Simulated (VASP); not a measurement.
Input of a VASP 6.6.1 run:

Contents of POSCAR:

```
Si2W
1.0
    4.2133146779      0.0000000000      0.0000000000
   -2.1066573390      3.6488375452      0.0000000000
    0.0000000000      0.0000000000      6.0804212329
Si W
6 3
Direct
    0.8364048210      0.6728096420      0.5000000000
    0.1635951790      0.8364048210      0.8333333333
    0.6728096420      0.8364048210      0.1666666667
    0.1635951790      0.3271903580      0.5000000000
    0.8364048210      0.1635951790      0.8333333333
    0.3271903580      0.1635951790      0.1666666667
    0.0000000000      0.5000000000      0.1666666667
    0.5000000000      0.5000000000      0.8333333333
    0.5000000000      0.0000000000      0.5000000000
```

INCAR.step1

```
PREC = Accurate
ENCUT = 520
ISMEAR = 0
SIGMA = 0.03
LREAL = False
LASPH = True
NELM = 60
NBANDS = 43
GGA = PE
ALGO = Normal
EDIFF = 1E-4
LWAVE = True
LCHARG = False
```

INCAR.step2

```
PREC = Accurate
ENCUT = 520
EDIFF = 1E-6
ISMEAR = 0
SIGMA = 0.03
LREAL = False
LASPH = True
NELM = 60
ALGO = Normal
ISIF = 2
LWAVE = False
LCHARG = False
METAGGA = R2SCAN
LMIXTAU = True
NBANDS = 43
ISTART = 1
```

The input KPOINTS:

```
Automatic mesh
0
Gamma
  12 12 6
```

Potentials or basis: VASP PAW PBE potentials, release 64 (Si, W_sv).

Launch:

```sh
$ cat potpaw_PBE.64/Si/POTCAR potpaw_PBE.64/W_sv/POTCAR > POTCAR
$ cp INCAR.step1 INCAR
$ mpirun -np 1 vasp_std > vasp.out
$ cp INCAR.step2 INCAR
$ mpirun -np 1 vasp_std > vasp.out
```

Estimate the largest force.

0.176 eV/Å.

What does it give for the band gap on the k mesh?

Zero (bands 33 and 34 overlap by 0.13 eV).

Forces in eV/Å, atoms in the order of the input:
```
Si   0.000  0.176  0.000
Si  -0.153  0.088  0.000
Si   0.153  0.088  0.000
Si   0.000 -0.176  0.000
Si   0.153 -0.088  0.000
Si  -0.153 -0.088  0.000
W    0.000  0.000  0.000
W    0.000  0.000  0.000
W    0.000  0.000  0.000
```

Caveat: the cell differs from its parent crystal (strain -0.080 along x and y, -0.080 along z); the PAW data sets were made with another functional, which shifts forces and pressure a little; spin-orbit coupling is left out, which moves the levels of the heavy elements.
